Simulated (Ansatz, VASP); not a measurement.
**Two plane-wave programs on HfGe**

```xyz
2
Lattice="0.0000 3.7217 0.0000 3.7217 0.0000 0.0000 1.8608 1.8608 -2.9212" Properties=species:S:1:pos:R:3 pbc="T T T"
Hf    1.8608    1.8608   -0.5025
Ge    0.0000    0.0000    0.0000
```

Alike in both runs: task single point; functional r2SCAN; k mesh 11 × 11 × 11; no spin polarisation.

|  | VASP | Ansatz |
| --- | --- | --- |
| version | VASP 6.6.1 | Ansatz 0.2.0 |
| potentials or method | VASP PAW PBE potentials, release 64 (Hf_pv, Ge_d), cutoff 520 eV | PAW plane waves |
| occupations | fermi-dirac, width 0.1 eV | fermi-dirac |
| valence electrons in the cell | 24 | 40 |

VASP gave:

| Quantity | Value |
| --- | --- |
| pressure (GPa) | 7.0 |
| traceless stress, the component that is largest in VASP (GPa) | 6.10 |
| rms of the force components (eV/Å) | 1.775 |

**Question.** What did Ansatz give for the same quantities?

**Answer.** Pressure (GPa): 7.6; traceless stress, the component that is largest in VASP (GPa): 6.13; rms of the force components (eV/Å): 1.797.

VASP's potentials were made for PBE, not for r2SCAN. Atom by atom the forces differ by 0.021 eV/Å (rms over components). VASP's potentials hold 24 valence electrons a cell and Ansatz's 40, so a difference there can come from the potentials and not from the codes.

Spin-orbit coupling is off throughout.
